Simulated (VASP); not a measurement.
Wanted: the native input for a VASP 6.6.1 run.

* Task: relaxation of cell and atoms
* Functional: revPBE
* Dispersion: D3(BJ)
* Potentials or basis: VASP PAW PBE potentials, release 64 (Hf_pv)
* Cutoff: 600 eV
* k mesh: 9 × 9 × 9
* Occupations: fermi-dirac, width 0.1 eV
* Spin: no spin polarisation
* Target pressure: 10 GPa
* Dipole correction: no
* Further INCAR settings: ALGO = Normal; EDIFF = 1e-06; IBRION = 2; EDIFFG = -0.03; NSW = 80; ISIF = 3

The structure of Hf lies in POSCAR:

```
Hf
1.0
    2.9100000000      0.0000000000      0.0000000000
    0.0000000000      2.9100000000      0.0000000000
    0.0000000000      0.0000000000      2.9100000000
Hf
1
Direct
    0.0000000000      0.0000000000      0.0000000000
```

One way to write it, as run:

INCAR

```
PREC     = Accurate       # precision mode
ENCUT    = 600            # plane-wave cutoff, eV
EDIFF    = 1E-6           # SCF threshold, eV
ISMEAR   = -1             # smearing method
SIGMA    = 0.1            # smearing width, eV
LREAL    = F              # projectors in reciprocal space
LASPH    = T              # aspherical terms in the spheres
NELM     = 80             # most SCF steps
ALGO     = Normal         # electronic algorithm
ISIF     = 3              # what is computed and relaxed
LWAVE    = F              # write WAVECAR
LCHARG   = F              # write CHGCAR
GGA      = RE             # functional
IVDW     = 12             # dispersion correction
IBRION   = 2              # ionic algorithm
NSW      = 80             # ionic steps
EDIFFG   = -0.03          # ionic threshold
PSTRESS  = 100.0
```

KPOINTS

```
Automatic mesh
0
Gamma
  9 9 9
```

Potentials or basis: VASP PAW PBE potentials, release 64 (Hf_pv).

The run is started by

```sh
$ cat potpaw_PBE.64/Hf_pv/POTCAR > POTCAR
$ mpirun -np 1 vasp_std > vasp.out
```

It gave:

- Relaxed volume: 21.29 Å³/atom
- Relaxed cell: a = 2.771 Å, b = 2.771 Å, c = 2.771 Å, α = 90.00°, β = 90.00°, γ = 90.00°
- Space group after relaxing (to 0.05 Å): Pm-3m (No. 221)
- Energy change on relaxing (the enthalpy is what falls): +60.3 meV/atom
- Ionic steps: 4
- Pressure after relaxing: 9.9 GPa
- Band gap on the k mesh: zero (band 5 reaches 5.69 eV, above the bottom of band 6 at 3.10 eV)
- Dispersion energy per atom: -0.824 eV

Caveat: the cell is relaxed towards a set pressure, so the enthalpy falls and the energy may rise; the PAW data sets were made with another functional, which shifts forces and pressure a little; spin-orbit coupling is left out, which moves the levels of the heavy elements; pairwise dispersion overbinds metals, which lowers pressure and volume.

It took 13 s on 1 thread of Intel(R) Xeon(R) Platinum 8488C (Sapphire Rapids) (shared host), peak memory 0.16 GiB.
